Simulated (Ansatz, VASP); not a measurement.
# Two plane-wave programs on Si2W3

```xyz
5
Lattice="4.4668 0.0000 0.0000 0.0000 4.4668 0.0000 0.0000 0.0000 4.4668" Properties=species:S:1:pos:R:3 pbc="T T T"
Si    2.2334    2.2334    2.2334
Si    0.0000    0.0000    0.0000
W     2.2334    0.0000    0.0000
W     0.0000    2.2334    0.0000
W     0.0000    0.0000    2.2334
```

Alike in both runs: task relaxation of cell and atoms; functional PBE; k mesh 8 × 8 × 8; occupations gaussian, width 0.1 eV; no spin polarisation.

|  | VASP | Ansatz |
| --- | --- | --- |
| version | VASP 6.6.1 | Ansatz 0.2.0 |
| potentials or method | VASP PAW PBE potentials, release 64 (Si, W_sv), cutoff 600 eV | scalar-relativistic, plane waves, PAW |
| valence electrons in the cell | 50 | 50 |

|  | VASP | Ansatz | Ansatz less VASP |
| --- | --- | --- | --- |
| gap on the k mesh at the Fermi level, each at its own relaxed structure (eV) | none | none | - |
| relaxed volume (Å³/atom) | 17.84 | 17.82 | -0.018 |
| relaxed cell length with the largest relative difference (Å) | 4.468 | 4.467 | -0.0015 |

A gap of «none» marks a metal or a gap that the smearing closes.

Spin-orbit coupling is off throughout.
